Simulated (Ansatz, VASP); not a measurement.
**Two plane-wave programs on Co**

```
Co
1.0
     2.49352    0.00000    0.00000
    -1.24676    2.15945    0.00000
     0.00000    0.00000    4.02778
Co
2
Direct
  0.33333 0.66667 0.25000
  0.66667 0.33333 0.75000
```

Alike in both runs: task single point; functional PBE; k mesh 14 × 14 × 8; occupations methfessel-paxton of order 1, width 1 eV; collinear spin.

```csv
,VASP,Ansatz
version,VASP 6.6.1,Ansatz 0.2.0
potentials or method,"VASP PAW PBE potentials, release 64 (Co), cutoff 520 eV","plane waves (420 eV) with PAW, scalar-relativistic"
valence electrons in the cell,18,34
```

|  | VASP | Ansatz | Ansatz less VASP |
| --- | --- | --- | --- |
| pressure (GPa) | -0.7 | -0.1 | +0.65 |
| traceless stress, the component that is largest in VASP (GPa) | 1.35 | 1.46 | +0.104 |
| net moment per atom (μB) | 1.62 | 1.63 | +0.006 |
| size of the moment on the site where the two differ most (μB) | 1.64 | 1.70 | +0.061 |

Site moments also hang on the region over which each program counts them. The functional is the same, so the differences come from potentials, cutoffs and numerics. VASP's potentials hold 18 valence electrons a cell and Ansatz's 34, so a difference there can come from the potentials and not from the codes. Ansatz's warnings: stability check not made.
